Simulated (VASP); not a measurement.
# Hf (Im-3m) in VASP: a series of runs, part 2 of 2

VASP 6.6.1. Earlier steps stand in the parts before.

## 5. Single point, PBE

This run uses another cell than the first one, of 23.52 Å³/atom, 1.087 times its volume.

Contents of INCAR:

```
SYSTEM = Hf
PREC = Accurate ; ENCUT = 520
EDIFF = 1E-7 ; ISMEAR = -1
SIGMA = 0.1 ; LREAL = .FALSE.
LASPH = .TRUE. ; NELM = 80
ALGO = Normal ; ISIF = 2
LWAVE = .FALSE. ; LCHARG = .FALSE.
GGA = PE ; NBANDS = 11
```

Contents of KPOINTS:

```
regular mesh
0
G
  9 9 9
  0 0 0
```

Contents of POSCAR:

```
Hf
1.0
   -1.8050000000      1.8050000000      1.8050000000
    1.8050000000     -1.8050000000      1.8050000000
    1.8050000000      1.8050000000     -1.8050000000
Hf
1
Direct
    0.0000000000      0.0000000000      0.0000000000
```

Potentials or basis: VASP PAW PBE potentials, release 64 (Hf_pv).

Run with:

```sh
cat potpaw_PBE.64/Hf_pv/POTCAR > POTCAR
mpirun -np 1 vasp_std > vasp.out
```

OUTCAR:

```text
SYSTEM = Hf
   PREC = Accurate
   ENCUT = 520
   EDIFF = 1E-7
   ISMEAR = -1
   LREAL = .FALSE.
   LASPH = .TRUE.
   NELM = 80
   ISIF = 2
   GGA = PE

 ion  position               nearest neighbor table
   1  0.000  0.000  0.000-

  LATTYP: Found a body centered cubic cell.
 ALAT       =     3.6100000000

  Lattice vectors:

 A1 = (  -1.8050000000,   1.8050000000,   1.8050000000)
 A2 = (   1.8050000000,  -1.8050000000,   1.8050000000)
 A3 = (   1.8050000000,   1.8050000000,  -1.8050000000)

Analysis of symmetry for initial positions (statically):
=====================================================================
 Subroutine PRICEL returns:
 Original cell was already a primitive cell.

 Routine SETGRP: Setting up the symmetry group for a
 body centered cubic supercell.

 Subroutine GETGRP returns: Found 48 space group operations
 (whereof 48 operations were pure point group operations)
 out of a pool of 48 trial point group operations.

The static configuration has the point symmetry O_h .

Analysis of symmetry for dynamics (positions and initial velocities):
=====================================================================
 Subroutine PRICEL returns:
 Original cell was already a primitive cell.

 Routine SETGRP: Setting up the symmetry group for a
 body centered cubic supercell.

 Subroutine GETGRP returns: Found 48 space group operations
 (whereof 48 operations were pure point group operations)
 out of a pool of 48 trial point group operations.

The dynamic configuration has the point symmetry O_h .

 Subroutine INISYM returns: Found 48 space group operations
 (whereof 48 operations are pure point group operations),
 and found     1 'primitive' translations

----------------------------------------------------------------------------------------

                                     Primitive cell
[... 106 lines left out ...]
   IALGO  =     38    algorithm
   IMIX   =      4    mixing-type and parameters
     AMIX     =   0.40;   BMIX     =  1.00
     AMIX_MAG =   1.60;   BMIX_MAG =  1.00
  volume/ion in A,a.u.               =      23.52       158.74
  Fermi-wavevector in a.u.,A,eV,Ry     =   1.230961  2.326179 20.616432  1.515265
  Thomas-Fermi vector in A             =   2.365789
   LORBIT       =      0    0 simple, 1 ext, 2 COOP (PROOUT), +10 PAW based schemes
   GGA     = PE    functional components
   LHFCALC =     F    Hartree Fock is set to
   AEXX    =    0.0000 exact exchange contribution
   IVDW    =     0    specifies the selected vdW correction
   LEPSILON=     F    determine dielectric tensor
   LRPA    =     F    only Hartree local field effects (RPA)
 non-spin polarized calculation
  energy-cutoff  :      520.00
  volume of cell :       23.52
 maximum number of plane-waves:       650
   NGX = 11   NGY = 11   NGZ = 11

 number of electron      10.0000001 magnetization

 Free energy of the ion-electron system (eV)
  ---------------------------------------------------
  ext. energy  EPLUGINS =         0.00000000
  ---------------------------------------------------
  free energy    TOTEN  =        -9.75182939 eV

  energy without entropy =       -9.67705763  energy(sigma->0) =       -9.71444351

 E-fermi :   4.2588     XC(G=0): -11.0584

 val. band max:        4.2190769806   @ k =   0.3333   0.0000   0.0000
 cond. band min:       4.2642843914   @ k =  -0.2222   0.3333   0.1111
 fundamental gap:      0.0452074108
 Fermi energy:         4.2588273303

 k-point     1 :       0.0000    0.0000    0.0000
  band No.  band energies     occupation
      1     -25.7877      2.00000
      2     -25.7877      2.00000
      3     -25.7877      2.00000
      4      -2.6291      2.00000
      5       5.7294      0.00000
      6       5.7294      0.00000
      7       5.7294      0.00000
      8       8.3669      0.00000
      9       8.3669      0.00000
     10      17.2899      0.00000
     11      17.2899      0.00000
[... 309 lines left out ...]
 k-point    24 :      -0.4444   -0.4444    0.1111
  band No.  band energies     occupation
      1     -26.4071      2.00000
      2     -26.1182      2.00000
      3     -25.8981      2.00000
      4       2.0402      2.00000
      5       3.9291      1.92870
      6       4.3486      0.57910
      7       7.0703      0.00000
      8       9.6256      0.00000
      9      11.9739      0.00000
     10      12.9274      0.00000
     11      16.2646      0.00000

 [... further k-points ...]
[... 5 lines left out ...]
  --------------------------------------------------------------------------------------
  -------------------------------------------------------------------------------------
  Total       -0.7183769     -0.7183769     -0.7183769      0.0000000      0.0000000     -0.0000000
  in kB      -48.9295651    -48.9295651    -48.9295651      0.0000000      0.0000000     -0.0000000
  external PRESSURE =     -48.9295651 kB  Pullay stress =       0.0000000 kB

 VOLUME and BASIS-vectors are now :
 -----------------------------------------------------------------------------
  energy-cutoff  :      520.00
  volume of cell :       23.52
      direct lattice vectors                 reciprocal lattice vectors
    -1.805000000  1.805000000  1.805000000     0.000000000  0.277008310  0.277008310
     1.805000000 -1.805000000  1.805000000     0.277008310  0.000000000  0.277008310
     1.805000000  1.805000000 -1.805000000     0.277008310  0.277008310  0.000000000

 POSITION                                       TOTAL-FORCE (eV/Angst)
 -----------------------------------------------------------------------------------
      0.00000      0.00000      0.00000         0.000000     -0.000000      0.000000
 -----------------------------------------------------------------------------------
    total drift:                                0.000000      0.000000     -0.000000

  FREE ENERGIE OF THE ION-ELECTRON SYSTEM (eV)
  ---------------------------------------------------
  free  energy   TOTEN  =        -9.7518293900 eV

  energy  without entropy=       -9.6770576345  energy(sigma->0) =       -9.71444351
```

OSZICAR:

```text
N       E                     dE             d eps       ncg     rms          rms(c)
DAV:   1     0.129035569822E+02    0.12904E+02   -0.58666E+03   786   0.841E+02
DAV:   2    -0.962787050127E+01   -0.22531E+02   -0.21769E+02   993   0.154E+02
DAV:   3    -0.101293727315E+02   -0.50150E+00   -0.49368E+00   974   0.153E+01
DAV:   4    -0.101314271337E+02   -0.20544E-02   -0.20539E-02   894   0.120E+00
DAV:   5    -0.101314411786E+02   -0.14045E-04   -0.14044E-04   978   0.851E-02    0.445E+01
DAV:   6    -0.984519097426E+01    0.28625E+00   -0.24526E-01   851   0.364E+00    0.256E+01
DAV:   7    -0.975622554968E+01    0.88965E-01   -0.33445E-01   860   0.406E+00    0.104E+00
DAV:   8    -0.975185074308E+01    0.43748E-02   -0.21920E-02   845   0.109E+00    0.335E-01
DAV:   9    -0.975182324334E+01    0.27500E-04   -0.34266E-04   985   0.167E-01    0.525E-02
DAV:  10    -0.975182954240E+01   -0.62991E-05   -0.35644E-05   896   0.433E-02    0.301E-02
DAV:  11    -0.975182944420E+01    0.98194E-07   -0.37482E-06   931   0.142E-02    0.114E-03
DAV:  12    -0.975182939002E+01    0.54179E-07   -0.47863E-08   601   0.206E-03
   1 F= -.97518294E+01 E0= -.97144435E+01  d E =-.747718E-01
```

It took 3.2 s on 1 thread of Intel Xeon 6975P-C (Granite Rapids), shared host; peak memory 0.13 GiB.

Results:

```yaml
Free_energy: -9.7518 eV
Pressure: -4.9 GPa
Band_gap_on_the_k_mesh: zero (band 5 reaches 5.73 eV, above the bottom of band 6 at 3.54 eV)
```

Levels at points of the mesh, in eV from the Fermi level:
| k point | band 3 | band 4 | band 5 | band 6 | band 7 | band 8 |
| --- | --- | --- | --- | --- | --- | --- |
| (0.00, 0.00, 0.00) | -30.05 | -6.89 | 1.47 | 1.47 | 1.47 | 4.11 |

Caveat: spin-orbit coupling is left out, which moves the levels of the heavy elements.

## 6. The runs side by side

```csv
cell,gap on the mesh (eV),pressure (GPa)
"a = 3.041 Å, angles 109.5°, 1 atom",none,3.0
"a = 3.070 Å, angles 109.5°, 1 atom",none,0.0
"a = 3.098 Å, angles 109.5°, 1 atom",none,-2.6
"a = 3.126 Å, angles 109.5°, 1 atom",none,-4.9
```

Alike in all rows: task single point; level PBE; potentials or basis VASP PAW PBE potentials, release 64 (Hf_pv); no spin polarisation; k mesh 9 × 9 × 9; cutoff (eV) 520; smearing fermi-dirac 0.1 eV.

Caveats: spin-orbit coupling is left out, which moves the levels of the heavy elements.

Absolute energies hang on the potentials; compare differences alone.
